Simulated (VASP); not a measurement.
Input of a VASP 6.6.1 run:

File INCAR:

```
SYSTEM = SrO
  PREC = Accurate
  ENCUT = 520
  EDIFF = 1E-6
  ISMEAR = 0
  SIGMA = 0.01
  LREAL = .FALSE.
  LASPH = .TRUE.
  NELM = 60
  ALGO = Normal
  ISIF = 2
  LWAVE = .FALSE.
  LCHARG = .TRUE.
  GGA = PE
  LELF = .TRUE.
  LVHAR = .TRUE.
  NBANDS = 15
```

Contents of KPOINTS:

```
regular mesh
0
G
  6 6 6
  0 0 0
```

POSCAR

```
SrO
1.0
    3.1028650697      0.0000000000      0.0000000000
    0.0000000000      3.1028650697      0.0000000000
    0.0000000000      0.0000000000      3.1028650697
Sr O
1 1
Direct
    0.0000000000      0.0000000000      0.0000000000
    0.5000000000      0.5000000000      0.5000000000
```

Potentials or basis: VASP PAW PBE potentials, release 64 (Sr_sv, O).

Launch:

```sh
$ cat potpaw_PBE.64/Sr_sv/POTCAR potpaw_PBE.64/O/POTCAR > POTCAR
$ mpirun -np 1 vasp_std > vasp.out
```

(1) Estimate the band gap on the k mesh.

(2) What does it give for the pressure?

Answers

(1) 2.75 eV (least direct gap 2.81 eV).

(2) 3.6 GPa.

Caveat: the cell stands under pressure.
